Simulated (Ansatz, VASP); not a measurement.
## P in VASP and in Ansatz

INCAR

```
SYSTEM = P
PREC = Accurate ; ENCUT = 520
EDIFF = 1E-6 ; ISMEAR = -1
SIGMA = 0.1 ; LREAL = .FALSE.
LASPH = .TRUE. ; NELM = 100
ALGO = Normal ; ISIF = 2
LWAVE = .FALSE. ; LCHARG = .FALSE.
NBANDS = 8
```

KPOINTS

```
Automatic mesh
0
G
  16 16 16
  0 0 0
```

File POSCAR:

```
P
1.0
   -1.5612914813      1.5612914813      1.5612914813
    1.5612914813     -1.5612914813      1.5612914813
    1.5612914813      1.5612914813     -1.5612914813
P
1
Direct
    0.0000000000      0.0000000000      0.0000000000
```

Input for Ansatz:

```yaml
crystal:
  lattice:
    - [-1.5612914813, 1.5612914813, 1.5612914813]
    - [1.5612914813, -1.5612914813, 1.5612914813]
    - [1.5612914813, 1.5612914813, -1.5612914813]
  atoms:
    - { symbol: P, position: [0.0, 0.0, 0.0] }
hamiltonian:
  xc: lda
  pseudopotentials:
    kind: paw
    azcp:
      P: "pseudopotentials/P.paw.azcp"
basis:
  ecutwfc: 420
  fft_grid_basis: typed
kpoints:
  mp_grid: { grid: [16, 16, 16], shift: [0, 0, 0] }
magnetization:
  spin_polarized: false
scf:
  occupations: { method: fermi_dirac, width: 0.1 }
  lower_state_search: "off"
output:
  stress: true
```

Alike in both runs: task single point; functional LDA; k mesh 16 × 16 × 16; occupations fermi-dirac, width 0.1 eV; no spin polarisation.

|  | VASP | Ansatz |
| --- | --- | --- |
| version | VASP 6.6.1 | Ansatz 0.2.0 |
| potentials or method | VASP PAW LDA potentials, release 64 (P), cutoff 520 eV | plane waves (420 eV) with PAW, scalar-relativistic |
| valence electrons in the cell | 5 | 5 |

Ansatz gave:

```
pressure (GPa) : -10.1
```

Q: Estimate VASP's values.

A: Pressure (GPa): -10.2.

Ansatz warns that its potentials were made for another functional, while VASP's fit it. LDA's correlation is that of Perdew and Zunger in VASP and of Perdew and Wang (1992) in Ansatz.
